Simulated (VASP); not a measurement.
BP, 2 atoms in the cell. It takes space group I-4m2 (No. 119, tetragonal). The conventional cell has a = 3.230 Å, b = 3.230 Å, c = 4.478 Å, α = 90.00°, β = 90.00°, γ = 90.00°. Within 2.6 Å of B (site symmetry -4m2) lie 4 P at 1.97 Å. P (site symmetry -4m2) has 4 B at 1.97 Å within 2.6 Å. 

| Property | Result |
| --- | --- |
| Program | VASP 6.6.1 |
| Task | single point |
| Functional | RPBE |
| Potentials or basis | VASP PAW PBE potentials, release 64 (B, P) |
| Cutoff | 500 eV |
| k mesh | 7 × 7 × 7 |
| Occupations | fermi-dirac, width 0.02 eV |
| Spin | no spin polarisation |
| Dipole correction | no |
| Further INCAR settings | ALGO = Normal; EDIFF = 1e-06; NBANDS = 11 |

Potentials or basis: VASP PAW PBE potentials, release 64 (B, P).

Command:

```bash
$ cat potpaw_PBE.64/B/POTCAR potpaw_PBE.64/P/POTCAR > POTCAR
$ mpirun -np 1 vasp_std > vasp.out
```

Hardware: 1 thread of Intel Xeon 8259CL, with other jobs on the host.

How long does it take, and how much memory?

It took 12 s on 1 thread of Intel Xeon 8259CL, on a shared host, peak memory 0.14 GiB. Counts: scf iterations 13, k points 40.
